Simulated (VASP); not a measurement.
Write the native input for VASP 6.6.1 that does the following.

* Task: single point
* Functional: PBE
* Potentials or basis: VASP PAW PBE potentials, release 64 (Ni, Mo_sv, Pd, Ir, W_sv)
* Cutoff: 520 eV
* k mesh: 8 × 8 × 2
* Occupations: fermi-dirac, width 0.05 eV
* Spin: collinear spin, ferromagnetic start
* Starting moments: [1.0, 1.0, 0.0, 0.6, 0.0] μB
* Dipole correction: no
* Further INCAR settings: ALGO = Fast; EDIFF = 1e-06; NBANDS = 40

The structure of NiMoIrPdW lies in POSCAR:

```
NiMoIrPdW
1.0
    2.7475346629      0.0000000000      0.0000000000
   -1.3737673315      2.3794348159      0.0000000000
    0.0000000000      0.0000000000     10.9662380430
Ni Mo Pd Ir W
1 1 1 1 1
Direct
    0.3333333333      0.6666666667      0.5973664548
    0.0000000000      0.0000000000      0.4110723976
    0.6666666667      0.3333333333      0.7941260751
    0.6666666667      0.3333333333      0.2004230155
    0.3333333333      0.6666666667      0.9970120570
```

One way to write it, as run:

INCAR

```
SYSTEM = NiMoIrPdW
ALGO     = Fast           ! electronic algorithm
EDIFF    = 1E-6           ! SCF threshold, eV
ENCUT    = 520            ! plane-wave cutoff, eV
GGA      = PE             ! functional
ISIF     = 2              ! what is computed and relaxed
ISMEAR   = -1             ! smearing method
ISPIN    = 2              ! spin polarisation
LASPH    = .True.         ! aspherical terms in the spheres
LCHARG   = .True.         ! write CHGCAR
LELF     = .True.         ! ELF
LMAXMIX  = 4              ! l up to which the mixer works
LORBIT   = 11             ! projections on sites
LREAL    = .False.        ! projectors in reciprocal space
LVHAR    = .True.       
LWAVE    = .False.        ! write WAVECAR
MAGMOM   = 1 1 0 0.6 0    ! initial moments
NBANDS   = 40             ! bands
NELM     = 150            ! most SCF steps
PREC     = Accurate       ! precision mode
SIGMA    = 0.05           ! smearing width, eV
```

KPOINTS

```
k-points
0
Gamma
  8 8 2
  0 0 0
```

Potentials or basis: VASP PAW PBE potentials, release 64 (Ni, Mo_sv, Pd, Ir, W_sv).

Command:

```bash
$ cat potpaw_PBE.64/Ni/POTCAR potpaw_PBE.64/Mo_sv/POTCAR potpaw_PBE.64/Pd/POTCAR potpaw_PBE.64/Ir/POTCAR potpaw_PBE.64/W_sv/POTCAR > POTCAR
$ mpirun -np 1 vasp_std > vasp.out
```

Results of the run:

```json
{"Pressure": "5.3 GPa", "Largest force": "0.028 eV/Å", "Net moment": "0.00 μB per cell", "Valence electrons inside the program's atomic spheres": "Ni 9.20; Mo 12.50; Pd 9.62; Ir 8.44; W 12.11"}
```

Caveat: the cell stands under pressure.

Run time: 4.4 min on 1 thread of Intel Xeon 8259CL (shared host), peak memory 0.29 GiB.
